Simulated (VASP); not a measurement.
# As in VASP: single point with PBE+D4

Aim: the single point of As with PBE+D4.

Everything below comes from runs of VASP 6.6.1. Logs are shortened: lines on timing, memory, paths and dates and some standing lists are left out, and cuts for length are marked.

## 1. The cell of the first run

The cell holds a slab with vacuum, 8 atoms: a = 7.043 Å, b = 7.043 Å, c = 20.280 Å, α = 90.00°, β = 90.00°, γ = 120.00°.

## 2. Single point, PBE+D4

Input file INCAR:

```
SYSTEM = As
PREC = Accurate
ENCUT = 400
EDIFF = 1E-6
ISMEAR = 0
SIGMA = 0.04
LREAL = .False.
LASPH = .True.
NELM = 120
ALGO = Normal
ISIF = 2
LWAVE = .False.
LCHARG = .False.
LDIPOL = .True.
IDIPOL = 3
DIPOL = 0.5 0.5 0.591
GGA = PE
IVDW = 13
NBANDS = 30
GGA_COMPAT = .False.
NELMDL = -8
```

Input file KPOINTS:

```
regular mesh
0
Gamma
  6 6 1
  0 0 0
```

Input file POSCAR:

```
As
1.0
    0.0000000000      7.0431433616      0.0000000000
   -6.0995410737     -3.5215716808      0.0000000000
    0.0000000000      0.0000000000     20.2800000000
As
8
Direct
    0.1666666667      0.3333333333      0.5568308433
    0.1589413046      0.8308619409      0.5569329021
    0.6633780951      0.3341645082      0.5534334677
    0.6646652098      0.8387991332      0.5569116924
    0.3342438601      0.1672466818      0.6255422384
    0.3301993784      0.6676159288      0.6259312934
    0.8306237522      0.1724372609      0.6256243404
    0.8252982844      0.6632063925      0.6256011527
```

Potentials or basis: VASP PAW PBE potentials, release 64 (As).

Started as:

```bash
> cat potpaw_PBE.64/As/POTCAR > POTCAR
> mpirun -np 1 vasp_std > vasp.out
```

OUTCAR:

```text
SYSTEM = As
   PREC = Accurate
   ENCUT = 400
   EDIFF = 1E-6
   ISMEAR = 0
   LREAL = .False.
   LASPH = .True.
   NELM = 120
   ISIF = 2
   GGA = PE
   IVDW = 13
   NELMDL = -8

 ion  position               nearest neighbor table
   1  0.167  0.333  0.557-   5 2.47   6 2.47   7 2.48
   2  0.159  0.831  0.557-   8 2.47   6 2.47   5 2.48
   3  0.663  0.334  0.553-   5 2.48   7 2.48   8 2.48
   4  0.665  0.839  0.557-   7 2.47   6 2.47   8 2.48
   5  0.334  0.167  0.626-   1 2.47   2 2.48   3 2.48
   6  0.330  0.668  0.626-   2 2.47   1 2.47   4 2.47
   7  0.831  0.172  0.626-   4 2.47   1 2.48   3 2.48
   8  0.825  0.663  0.626-   2 2.47   4 2.48   3 2.48

  LATTYP: Found a hexagonal cell.
 ALAT       =     7.0431433616
 C/A-ratio  =     2.8793961671

  Lattice vectors:

 A1 = (   0.0000000000,   7.0431433616,   0.0000000000)
 A2 = (  -6.0995410737,  -3.5215716808,   0.0000000000)
 A3 = (   0.0000000000,   0.0000000000,  20.2800000000)

Analysis of symmetry for initial positions (statically):
=====================================================================
 Subroutine PRICEL returns:
 Original cell was already a primitive cell.

 Routine SETGRP: Setting up the symmetry group for a
 hexagonal supercell.

 Subroutine GETGRP returns: Found  1 space group operations
 (whereof  1 operations were pure point group operations)
 out of a pool of 24 trial point group operations.

The static configuration has the point symmetry C_1 .

Analysis of symmetry for dynamics (positions and initial velocities):
=====================================================================
 Subroutine PRICEL returns:
 Original cell was already a primitive cell.

 Routine SETGRP: Setting up the symmetry group for a
 hexagonal supercell.

 Subroutine GETGRP returns: Found  1 space group operations
 (whereof  1 operations were pure point group operations)
 out of a pool of 24 trial point group operations.

The dynamic configuration has the point symmetry C_1 .

 Subroutine INISYM returns: Found  1 space group operations
 (whereof  1 operations are pure point group operations),
 and found     1 'primitive' translations
[... 107 lines left out ...]
   NFREE  =      0    steps in history (QN), initial steepest desc. (CG)
   ISIF   =      2    stress and relaxation
   ISYM   =      2    0-nonsym 1-usesym 2-fastsym
   POTIM  = 0.5000    time-step for ionic-motion
   TEBEG  =    0.0;   TEEND  =   0.0 temperature during run
   PSTRESS=    0.0 pullay stress
   NELECT =      40.0000    total number of electrons
   NUPDOWN=      -1.0000    fix difference up-down
   EMIN   =  10.00;   EMAX   =-10.00  energy-range for DOS
   EFERMI =   0.00;   METHOD = LEGACY
   ISMEAR =     0;   SIGMA  =   0.04  broadening in eV -4-tet -1-fermi 0-gaus
   EFERMI_NEDOS =   21; number of points for ismear=-14 and -15
   IALGO  =     38    algorithm
   IMIX   =      4    mixing-type and parameters
     AMIX     =   0.40;   BMIX     =  1.00
     AMIX_MAG =   1.60;   BMIX_MAG =  1.00
  volume/ion in A,a.u.               =     108.90       734.92
  Fermi-wavevector in a.u.,A,eV,Ry     =   0.586207  1.107770  4.675487  0.343639
  Thomas-Fermi vector in A             =   1.632598
   LORBIT       =      0    0 simple, 1 ext, 2 COOP (PROOUT), +10 PAW based schemes
   GGA     = PE    functional components
   LHFCALC =     F    Hartree Fock is set to
   AEXX    =    0.0000 exact exchange contribution
   IVDW    =    13    specifies the selected vdW correction
   LEPSILON=     F    determine dielectric tensor
   LRPA    =     F    only Hartree local field effects (RPA)
 non-spin polarized calculation
 Gauss-broadening in eV      SIGMA  =   0.04
  energy-cutoff  :      400.00
  volume of cell :      871.23
 maximum number of plane-waves:     15854
 NGX is ok and might be reduce to    48
   NGX = 23   NGY = 23   NGZ = 67

 dipolmoment           0.000000      0.000000      0.000044 electrons x Angstroem

 number of electron      40.0000005 magnetization

 dipolmoment           0.000000      0.000000     -0.000126 electrons x Angstroem

 Free energy of the ion-electron system (eV)
  ---------------------------------------------------
  ext. energy  EPLUGINS =         0.00000000
  ---------------------------------------------------
  free energy    TOTEN  =       -37.21717364 eV

  energy without entropy =      -37.21717364  energy(sigma->0) =      -37.21717364

 E-fermi :  -2.9849     XC(G=0):  -2.6244

 val. band max:       -3.1581081557   @ k =   0.0000   0.0000   0.0000
 cond. band min:      -1.7691793244   @ k =  -0.3333   0.3333   0.0000
 fundamental gap:      1.3889288313
 Fermi energy:        -2.9849247034

 k-point     1 :       0.0000    0.0000    0.0000
  band No.  band energies     occupation
      1     -17.1742      2.00000
      2     -14.5487      2.00000
      3     -14.5478      2.00000
      4     -14.5457      2.00000
      5     -12.5592      2.00000
      6     -12.5579      2.00000
[... 649 lines left out ...]
     29       1.2296      0.00000
     30       1.5668      0.00000

------------------------ aborting loop because EDIFF is reached ----------------------------------------

 vacuum level on the upper side and lower side of the slab       (xc-potential included)        -0.093        -0.094

  DFT-D4 for vdW energy calculation

  Edisp (eV):   -2.03035

  FORCE on cell =-STRESS in cart. coord.  units (eV):
  Direction    XX          YY          ZZ          XY          YZ          ZX
  --------------------------------------------------------------------------------------
  -------------------------------------------------------------------------------------
  Total       2.54021     2.54074     0.35972    -0.00180    -0.00426     0.00084
  in kB       4.67142     4.67239     0.66152    -0.00330    -0.00782     0.00154
  external pressure =        3.34 kB  Pullay stress =        0.00 kB

 VOLUME and BASIS-vectors are now :
 -----------------------------------------------------------------------------
  energy-cutoff  :      400.00
  volume of cell :      871.23
      direct lattice vectors                 reciprocal lattice vectors
     0.000000000  7.043143362  0.000000000    -0.081973380  0.141982060  0.000000000
    -6.099541074 -3.521571681  0.000000000    -0.163946761  0.000000000  0.000000000
     0.000000000  0.000000000 20.280000000     0.000000000  0.000000000  0.049309665

 POSITION                                       TOTAL-FORCE (eV/Angst)
 -----------------------------------------------------------------------------------
     -2.03318      0.00000     11.29253        -0.031481     -0.093344     -0.129225
     -5.06788     -1.80649     11.29460        -0.067675      0.078796     -0.137883
     -2.03825      3.49548     11.22363        -0.001669     -0.000169      0.120445
     -5.11629      1.72744     11.29417         0.100244      0.017886     -0.133202
     -1.02013      1.76516     12.68600         0.041404      0.021900      0.057047
     -4.07215     -0.02542     12.69389        -0.000712     -0.001192      0.114115
     -1.05179      5.24295     12.68766        -0.039285      0.024477      0.051745
     -4.04525      3.47717     12.68719        -0.000826     -0.048355      0.056959
 -----------------------------------------------------------------------------------
    total drift:                               -0.000113      0.000072     -0.000319

  FREE ENERGIE OF THE ION-ELECTRON SYSTEM (eV)
  ---------------------------------------------------
  free  energy   TOTEN  =       -39.2475279607 eV

  energy  without entropy=      -39.2475279607  energy(sigma->0) =      -39.24752796

 vacuum level on the upper side and lower side of the slab         1.857         1.856
```

stdout:

```text
POSCAR found type information on POSCAR As
 POSCAR found :  1 types and       8 ions
 scaLAPACK will be used
 LDA part: xc-table for (Slater+PW92), standard interpolation
 POSCAR, INCAR and KPOINTS ok, starting setup
 FFT: planning ... GRIDC
 FFT: planning ... GRID_SOFT
 FFT: planning ... GRID
 WAVECAR not read
 entering main loop
```

Run time: 17 min. Hardware: 1 thread of Oxide Virtual Turin-like, shared host; peak memory 0.78 GiB.

What came out:

| Item | Value |
| --- | --- |
| Free energy | -39.2475 eV |
| Largest force | 0.173 eV/Å |
| Band gap on the k mesh | 1.39 eV |
| Dispersion energy per atom | -0.254 eV |

Forces on the atoms (eV/Å):
```
As  -0.031 -0.093 -0.129
As  -0.068  0.079 -0.138
As  -0.002  0.000  0.120
As   0.100  0.018 -0.133
As   0.041  0.022  0.057
As  -0.001 -0.001  0.114
As  -0.039  0.024  0.052
As  -0.001 -0.048  0.057
```
